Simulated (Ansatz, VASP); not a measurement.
Given: the input of a run of Ansatz 0.2.0 on GaN.

Contents of input.yaml:

```yaml
crystal:
  lattice:
    - [0.0, 2.2383759866, 2.2383759866]
    - [2.2383759866, 0.0, 2.2383759866]
    - [2.2383759866, 2.2383759866, 0.0]
  atoms:
    - { symbol: Ga, position: [0.0, 0.0, 0.0] }
    - { symbol: "N", position: [0.25, 0.25, 0.25] }
hamiltonian:
  xc: r2scanh
  pseudopotentials: { kind: paw }
kpoints:
  mp_grid: { grid: [5, 5, 5] }
scf:
  occupations: { method: fermi_dirac, width: 0.05 }
output:
  forces: true
  stress: true
  eigenvalues: true
```

Potentials or basis: Ansatz PAW.

Run with:

```bash
$ ansatz run input.yaml --threads 2 --pin off --max-ram 5632MiB --backend cpu --events-out ev --progress --plain --runs-dir out
```

Question: Set up the same calculation for VASP 6.6.1. Potentials there: VASP PAW PBE potentials, release 64 (Ga_d, N).

Answer: As run (the cutoff follows the program's own potentials):

Contents of POSCAR:

```
GaN
1.0
    0.0000000000      2.2383759866      2.2383759866
    2.2383759866      0.0000000000      2.2383759866
    2.2383759866      2.2383759866      0.0000000000
Ga N
1 1
Direct
    0.0000000000      0.0000000000      0.0000000000
    0.2500000000      0.2500000000      0.2500000000
```

INCAR.step1

```
  PREC = Accurate
  ENCUT = 520
  EDIFF = 1E-5
  ISMEAR = -1
  SIGMA = 0.05
  LREAL = False
  LASPH = True
  NELM = 100
  ALGO = Normal
  ISIF = 2
  LWAVE = True
  NBANDS = 16
  GGA = PE
```

INCAR.step2

```
  PREC = Accurate
  ENCUT = 520
  EDIFF = 1E-7
  ISMEAR = -1
  SIGMA = 0.05
  LREAL = False
  LASPH = True
  NELM = 100
  ALGO = Normal
  ISIF = 2
  LWAVE = False
  LCHARG = True
  METAGGA = R2SCAN
  LHFCALC = True
  AEXX = 0.1
  LMIXTAU = True
  PRECFOCK = Normal
  LELF = True
  LVHAR = True
  NBANDS = 16
  ISTART = 1
```

File KPOINTS:

```
Automatic mesh
0
Gamma
  5 5 5
```

Potentials or basis: VASP PAW PBE potentials, release 64 (Ga_d, N).

The run is started by

```sh
$ cat potpaw_PBE.64/Ga_d/POTCAR potpaw_PBE.64/N/POTCAR > POTCAR
$ cp INCAR.step1 INCAR
$ mpirun -np 1 vasp_std > vasp.out
$ cp INCAR.step2 INCAR
$ mpirun -np 1 vasp_std > vasp.out
```

Both were run:

|  | VASP | Ansatz | Ansatz less VASP |
| --- | --- | --- | --- |
| gap on the k mesh at the Fermi level (eV) | 3.00 | 2.99 | -0.011 |
| least direct gap on the mesh (eV) | 3.00 | 2.99 | -0.011 |
| pressure (GPa) | 2.3 | 1.3 | -1.01 |

VASP's potentials were made for PBE, not for r2SCANh. With one functional, cell and mesh, what is left measures potentials, basis and numerics.

The k mesh is coarse, so the values compare programs but aren't converged. Noted on Ansatz's run: odd divisions of the mesh miss points on the zone boundary, where band edges often lie, so the gap on the mesh can be too wide.
